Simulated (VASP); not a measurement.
# Ge6Mo2W (Fmmm) in VASP: single point with PBE

Aim: the single point of Ge6Mo2W with PBE.

Everything below comes from runs of VASP 6.6.1. Logs are shortened: lines on timing, memory, paths and dates and some standing lists are left out, and cuts for length are marked.

**1. The cell of the first run**

Symmetry: Fmmm, No. 69, orthorhombic system. The conventional cell has a = 4.721 Å, b = 8.287 Å, c = 14.166 Å, α = 90.00°, β = 90.00°, γ = 90.00°. Within 3.5 Å of Ge (site symmetry m) lie 9 Ge at 2.69 to 3.34 Å and 4 Mo at 2.71 to 2.80 Å and 1 W at 2.72 Å. Within 3.5 Å of Ge (site symmetry m2m) lie 9 Ge at 2.69 to 3.34 Å and 3 W at 2.72 to 2.80 Å and 2 Mo at 2.72 Å. Within 3.6 Å of Mo (site symmetry mm2) lie 10 Ge at 2.71 to 2.80 Å and 2 Mo at 3.33 Å and 2 W at 3.34 Å. W (site symmetry mmm) has 10 Ge at 2.72 to 2.80 Å and 4 Mo at 3.34 Å within 3.6 Å.

**2. Single point, PBE**

Input file INCAR:

```
ALGO = Normal
EDIFF = 1E-6
ENCUT = 520
GGA = PE
ISIF = 2
ISMEAR = 0
LASPH = True
LCHARG = True
LELF = True
LREAL = False
LVHAR = True
LWAVE = False
NBANDS = 73
NELM = 100
PREC = Accurate
SIGMA = 0.1
```

Input file KPOINTS:

```
k-points
0
Gamma
  4 4 4
```

Input file POSCAR:

```
Ge6Mo2W
1.0
    0.0000000000      4.1435881000      7.0831402000
    2.3606701000      0.0000000000      7.0831402000
    2.3606701000      4.1435881000      0.0000000000
Ge Mo W
6 2 1
Direct
    0.4951650000      0.1711670000      0.8288330000
    0.8288330000      0.5048350000      0.4951650000
    0.1619990000      0.8380010000      0.1619990000
    0.1711670000      0.4951650000      0.5048350000
    0.5048350000      0.8288330000      0.1711670000
    0.8380010000      0.1619990000      0.8380010000
    0.8330240000      0.8330240000      0.1669760000
    0.1669760000      0.1669760000      0.8330240000
    0.5000000000      0.5000000000      0.5000000000
```

Potentials or basis: VASP PAW PBE potentials, release 64 (Ge_d, Mo_sv, W_sv).

Started as:

```bash
$ cat potpaw_PBE.64/Ge_d/POTCAR potpaw_PBE.64/Mo_sv/POTCAR potpaw_PBE.64/W_sv/POTCAR > POTCAR
$ mpirun -np 1 vasp_std > vasp.out
```

OUTCAR:

```text
EDIFF = 1E-6
   ENCUT = 520
   GGA = PE
   ISIF = 2
   ISMEAR = 0
   LASPH = True
   LREAL = False
   NELM = 100
   PREC = Accurate

 ion  position               nearest neighbor table
   1  0.495  0.171  0.829-   4 2.69   8 2.71   7 2.72   7 2.72   9 2.72   5 2.77   4 2.77   4 2.77
                             6 2.78   7 2.80
   2  0.829  0.505  0.495-   5 2.69   7 2.71   8 2.72   8 2.72   9 2.72   4 2.77   5 2.77   5 2.77
                             6 2.78   8 2.80
   3  0.162  0.838  0.162-   6 2.69   9 2.72   9 2.72   7 2.72   8 2.72   6 2.77   6 2.77   5 2.78
                             4 2.78   9 2.80
   4  0.171  0.495  0.505-   1 2.69   8 2.71   7 2.72   7 2.72   9 2.72   2 2.77   1 2.77   1 2.77
                             3 2.78   7 2.80
   5  0.505  0.829  0.171-   2 2.69   7 2.71   8 2.72   8 2.72   9 2.72   1 2.77   2 2.77   2 2.77
                             3 2.78   8 2.80
   6  0.838  0.162  0.838-   3 2.69   9 2.72   9 2.72   7 2.72   8 2.72   3 2.77   3 2.77   2 2.78
                             1 2.78   9 2.80
   7  0.833  0.833  0.167-   2 2.71   5 2.71   1 2.72   1 2.72   4 2.72   4 2.72   3 2.72   6 2.72
                             1 2.80   4 2.80   8 3.33   8 3.33   9 3.34   9 3.34
   8  0.167  0.167  0.833-   1 2.71   4 2.71   2 2.72   2 2.72   5 2.72   5 2.72   3 2.72   6 2.72
                             5 2.80   2 2.80   7 3.33   7 3.33   9 3.34   9 3.34
   9  0.500  0.500  0.500-   3 2.72   3 2.72   6 2.72   6 2.72   4 2.72   5 2.72   1 2.72   2 2.72
                             3 2.80   6 2.80   8 3.34   7 3.34   8 3.34   7 3.34

  LATTYP: Found a face centered orthorhombic cell.
 ALAT       =     4.7213402000
 B/A-ratio  =     1.7552592800
 C/A-ratio  =     3.0004786353

  Lattice vectors:

 A1 = (   0.0000000000,   4.1435881000,   7.0831402000)
 A2 = (   2.3606701000,   0.0000000000,   7.0831402000)
 A3 = (   2.3606701000,   4.1435881000,   0.0000000000)

Analysis of symmetry for initial positions (statically):
=====================================================================
 Subroutine PRICEL returns:
 Original cell was already a primitive cell.

 Routine SETGRP: Setting up the symmetry group for a
 face centered orthorhombic supercell.

 Subroutine GETGRP returns: Found  8 space group operations
 (whereof  8 operations were pure point group operations)
 out of a pool of  8 trial point group operations.

The static configuration has the point symmetry D_2h.

Analysis of symmetry for dynamics (positions and initial velocities):
=====================================================================
 Subroutine PRICEL returns:
 Original cell was already a primitive cell.

 Routine SETGRP: Setting up the symmetry group for a
 face centered orthorhombic supercell.
[... 124 lines left out ...]
   NUPDOWN=      -1.0000    fix difference up-down
   EMIN   =  10.00;   EMAX   =-10.00  energy-range for DOS
   EFERMI =   0.00;   METHOD = LEGACY
   ISMEAR =     0;   SIGMA  =   0.10  broadening in eV -4-tet -1-fermi 0-gaus
   EFERMI_NEDOS =   21; number of points for ismear=-14 and -15
   IALGO  =     38    algorithm
   IMIX   =      4    mixing-type and parameters
     AMIX     =   0.40;   BMIX     =  1.00
     AMIX_MAG =   1.60;   BMIX_MAG =  1.00
  volume/ion in A,a.u.               =      15.40       103.90
  Fermi-wavevector in a.u.,A,eV,Ry     =   1.586022  2.997146 34.224974  2.515465
  Thomas-Fermi vector in A             =   2.685397
   LORBIT       =      0    0 simple, 1 ext, 2 COOP (PROOUT), +10 PAW based schemes
   GGA     = PE    functional components
   LHFCALC =     F    Hartree Fock is set to
   AEXX    =    0.0000 exact exchange contribution
   IVDW    =     0    specifies the selected vdW correction
   LEPSILON=     F    determine dielectric tensor
   LRPA    =     F    only Hartree local field effects (RPA)
 non-spin polarized calculation
 Gauss-broadening in eV      SIGMA  =   0.10
  energy-cutoff  :      520.00
  volume of cell :      138.57
 maximum number of plane-waves:      3754
 NGX is ok and might be reduce to    64
   NGX = 31   NGY = 27   NGZ = 17

 number of electron     125.9999973 magnetization

 Free energy of the ion-electron system (eV)
  ---------------------------------------------------
  ext. energy  EPLUGINS =         0.00000000
  ---------------------------------------------------
  free energy    TOTEN  =       -62.56022251 eV

  energy without entropy =      -62.54934473  energy(sigma->0) =      -62.55478362

 E-fermi :  10.0139     XC(G=0): -12.7731

 val. band max:        9.9356988508   @ k =   0.5000   0.2500   0.2500
 cond. band min:      10.0183231535   @ k =   0.5000   0.0000   0.0000
 fundamental gap:      0.0826243027
 Fermi energy:        10.0138777383

 k-point     1 :       0.0000    0.0000    0.0000
  band No.  band energies     occupation
      1     -63.9211      2.00000
      2     -50.7933      2.00000
      3     -50.7831      2.00000
      4     -28.1793      2.00000
      5     -28.1779      2.00000
      6     -28.1274      2.00000
[... 1357 lines left out ...]
     72      14.3778      0.00000
     73      14.4762      0.00000

------------------------ aborting loop because EDIFF is reached ----------------------------------------

  FORCE on cell =-STRESS in cart. coord.  units (eV):
  Direction    XX          YY          ZZ          XY          YZ          ZX
  --------------------------------------------------------------------------------------
  -------------------------------------------------------------------------------------
  Total        0.0228364      0.0967011      0.5271873     -0.0000000      0.0000000      0.0000000
  in kB        0.2640403      1.1180837      6.0954782     -0.0000000      0.0000000      0.0000000
  external PRESSURE =       2.4925341 kB  Pullay stress =       0.0000000 kB

 VOLUME and BASIS-vectors are now :
 -----------------------------------------------------------------------------
  energy-cutoff  :      520.00
  volume of cell :      138.57
      direct lattice vectors                 reciprocal lattice vectors
     0.000000000  4.143588100  7.083140200    -0.211804267  0.120668365  0.070590160
     2.360670100  0.000000000  7.083140200     0.211804267 -0.120668365  0.070590160
     2.360670100  4.143588100  0.000000000     0.211804267  0.120668365 -0.070590160

 POSITION                                       TOTAL-FORCE (eV/Angst)
 -----------------------------------------------------------------------------------
      2.36067      5.48610      4.71972         0.000000     -0.004687     -0.000613
      2.36067      5.48610      9.44656         0.000000     -0.004687      0.000613
      2.36067      1.34251      7.08314         0.000000     -0.003330     -0.000000
      2.36067      2.80107      4.71972         0.000000      0.004687     -0.000613
      2.36067      2.80107      9.44656         0.000000      0.004687      0.000613
      2.36067      6.94466      7.08314         0.000000      0.003330     -0.000000
      2.36067      4.14359     11.80085         0.000000      0.000000      0.001040
      2.36067      4.14359      2.36543         0.000000      0.000000     -0.001040
      2.36067      4.14359      7.08314         0.000000      0.000000     -0.000000
 -----------------------------------------------------------------------------------
    total drift:                               -0.000000     -0.000000      0.000000

  FREE ENERGIE OF THE ION-ELECTRON SYSTEM (eV)
  ---------------------------------------------------
  free  energy   TOTEN  =       -62.5602225115 eV

  energy  without entropy=      -62.5493447287  energy(sigma->0) =      -62.55478362
```

OSZICAR:

```text
N       E                     dE             d eps       ncg     rms          rms(c)
DAV:   1     0.213369899121E+04    0.21337E+04   -0.54870E+04  3447   0.475E+03
DAV:   2     0.376437281488E+03   -0.17573E+04   -0.16992E+04  2636   0.134E+03
DAV:   3    -0.200589647877E+02   -0.39650E+03   -0.38083E+03  2671   0.346E+02
DAV:   4    -0.633939861868E+02   -0.43335E+02   -0.41241E+02  3184   0.109E+02
DAV:   5    -0.650143203551E+02   -0.16203E+01   -0.15950E+01  3184   0.236E+01    0.283E+01
DAV:   6    -0.630346235760E+02    0.19797E+01   -0.14758E+01  3536   0.136E+01    0.722E+00
DAV:   7    -0.627611995126E+02    0.27342E+00   -0.33664E+00  3288   0.919E+00    0.611E+00
DAV:   8    -0.626271173156E+02    0.13408E+00   -0.10117E+00  3927   0.622E+00    0.235E+00
DAV:   9    -0.625609890281E+02    0.66128E-01   -0.20842E-01  4063   0.328E+00    0.528E-01
DAV:  10    -0.625603881592E+02    0.60087E-03   -0.23150E-02  3688   0.101E+00    0.453E-01
DAV:  11    -0.625601635301E+02    0.22463E-03   -0.26017E-03  3127   0.600E-01    0.199E-01
DAV:  12    -0.625602249949E+02   -0.61465E-04   -0.59145E-04  3384   0.619E-01    0.486E-02
DAV:  13    -0.625602184703E+02    0.65246E-05   -0.84038E-05  3808   0.399E-01    0.144E-02
DAV:  14    -0.625602203802E+02   -0.19099E-05   -0.36528E-05  3942   0.922E-02    0.576E-03
DAV:  15    -0.625602219964E+02   -0.16162E-05   -0.13719E-05  2685   0.427E-02    0.338E-03
DAV:  16    -0.625602225115E+02   -0.51502E-06   -0.15069E-06  1749   0.327E-02
   1 F= -.62560223E+02 E0= -.62554784E+02  d E =-.108778E-01
```

Wall time 11 min (1 thread of Intel Xeon 8259CL, shared host); peak memory 0.43 GiB.

What came out:

| Item | Value |
| --- | --- |
| Free energy | -62.5602 eV |
| Pressure | 0.2 GPa |
| Largest force | 0.005 eV/Å |
| Band gap on the k mesh | zero (bands 63 and 64 overlap by 0.89 eV) |

Forces in eV/Å, atoms in the order of the input:
```
Ge   0.000 -0.005 -0.001
Ge   0.000 -0.005  0.001
Ge   0.000 -0.003  0.000
Ge   0.000  0.005 -0.001
Ge   0.000  0.005  0.001
Ge   0.000  0.003  0.000
Mo   0.000  0.000  0.001
Mo   0.000  0.000 -0.001
W    0.000  0.000  0.000
```

Levels at points of the mesh, in eV from the Fermi level:
| k point | band 61 | band 62 | band 63 | band 64 | band 65 | band 66 |
| --- | --- | --- | --- | --- | --- | --- |
| (0.00, 0.00, 0.00) | -1.77 | -1.63 | 0.56 | 2.64 | 2.74 | 2.78 |
| (0.50, 0.00, 0.00) | -1.41 | -1.39 | 0.00 | 1.39 | 1.52 | 1.56 |
| (0.50, 0.50, 0.00) | -1.15 | -1.09 | -1.01 | 1.24 | 1.51 | 2.09 |
| (0.50, 0.00, 0.50) | -0.40 | -0.39 | -0.33 | -0.32 | 0.60 | 1.00 |
| (0.00, 0.50, 0.50) | -0.99 | -0.53 | -0.43 | 0.03 | 0.18 | 1.05 |

Caveat: the k points lie up to 0.40 Å⁻¹ apart, too coarse for converged energies and pressures of a metal; spin-orbit coupling is left out, which moves the levels of the heavy elements.
